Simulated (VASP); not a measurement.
Set up this calculation in VASP 6.6.1, as the native input.

| Quantity | Value |
| --- | --- |
| Task | single point |
| Functional | PBE |
| Potentials or basis | VASP PAW PBE potentials, release 64 (Zr_sv, S) |
| Cutoff | 520 eV |
| k mesh | 6 × 6 × 6 |
| Occupations | gaussian, width 0.2 eV |
| Spin | no spin polarisation |
| Dipole correction | no |
| Further INCAR settings | ALGO = Normal; EDIFF = 1e-07; NBANDS = 32 |

The structure of Zr3S2 lies in POSCAR:

```
Zr3S2
1.0
   -1.7875145863      1.7875145863      7.6341037386
    1.7875145863     -1.7875145863      7.6341037386
    1.7875145863      1.7875145863     -7.6341037386
Zr S
3 2
Direct
    0.6275244461      0.6275244461      0.0000000000
    0.3724755539      0.3724755539      0.0000000000
    0.0000000000      0.0000000000      0.0000000000
    0.1757547379      0.1757547379      0.0000000000
    0.8242452621      0.8242452621      0.0000000000
```

The input as run:

INCAR

```
SYSTEM = Zr3S2
PREC = Accurate
ENCUT = 520
EDIFF = 1E-7
ISMEAR = 0
SIGMA = 0.2
LREAL = .FALSE.
LASPH = .TRUE.
NELM = 80
ALGO = Normal
ISIF = 2
LWAVE = .FALSE.
LCHARG = .FALSE.
GGA = PE
NBANDS = 32
```

KPOINTS

```
regular mesh
0
G
  6 6 6
  0 0 0
```

Potentials or basis: VASP PAW PBE potentials, release 64 (Zr_sv, S).

The run is started by

```console
$ cat potpaw_PBE.64/Zr_sv/POTCAR potpaw_PBE.64/S/POTCAR > POTCAR
$ mpirun -np 1 vasp_std > vasp.out
```

Results of the run:

```
Pressure               : -0.3 GPa
Largest force          : 0.004 eV/Å
Band gap on the k mesh : zero (bands 24 and 25 overlap by 1.31 eV)
```

Wall time 3 min on 1 thread of Intel(R) Xeon(R) 6975P-C (Granite Rapids) (shared host), peak memory 0.48 GiB.
